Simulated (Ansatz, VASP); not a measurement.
Ag in VASP and in Ansatz

```xyz
1
Lattice="0.0000 2.2065 1.9614 2.2065 0.0000 1.9614 2.2065 2.2065 0.0000" Properties=species:S:1:pos:R:3 pbc="T T T"
Ag    0.0000    0.0000    0.0000
```

Change from the starting cell: strain +0.080 along x and y, -0.040 along z, atoms carried along.

Alike in both runs: task single point; functional PBEsol; k mesh 20 × 20 × 20; occupations gaussian, width 0.15 eV; no spin polarisation.

|  | VASP | Ansatz |
| --- | --- | --- |
| version | VASP 6.6.1 | Ansatz 0.2.0 |
| potentials or method | VASP PAW PBE potentials, release 64 (Ag), cutoff 520 eV | scalar-relativistic, plane waves, PAW |
| valence electrons in the cell | 11 | 19 |

```csv
,VASP,Ansatz,Ansatz less VASP
gap on the k mesh at the Fermi level (eV),none,none,-
pressure (GPa),-10.8,-10.7,+0.04
"traceless stress, the component that is largest in VASP (GPa)",1.05,1.06,+0.012
```

VASP's potentials were made for PBE, not for PBEsol. A gap of «none» marks a metal or a gap that the smearing closes. VASP's potentials hold 11 valence electrons a cell and Ansatz's 19, so a difference there can come from the potentials and not from the codes.
